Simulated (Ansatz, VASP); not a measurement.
Mo in VASP and in Ansatz

```
Mo
1.0
     2.78916    0.00000    0.00000
    -1.39458    2.41548    0.00000
     0.00000    0.00000    2.60530
Mo
1
Direct
  0.00000 0.00000 0.50000
```

Alike in both runs: task single point; functional r2SCAN; k mesh 12 × 12 × 11; occupations fermi-dirac, width 0.1 eV; no spin polarisation.

|  | VASP | Ansatz |
| --- | --- | --- |
| version | VASP 6.6.1 | Ansatz 0.2.0 |
| potentials or method | VASP PAW PBE potentials, release 64 (Mo_sv), cutoff 520 eV | plane waves, PAW |
| valence electrons in the cell | 14 | 14 |

VASP gave:

* pressure (GPa): -10.4
* traceless stress, the component that is largest in VASP (GPa): -3.07

Problem. Estimate Ansatz's values.

Solution. Pressure (GPa): -11.2; traceless stress, the component that is largest in VASP (GPa): -3.21.

VASP's potentials were made for PBE, not for r2SCAN. The functional is the same, so the differences come from potentials, cutoffs and numerics.
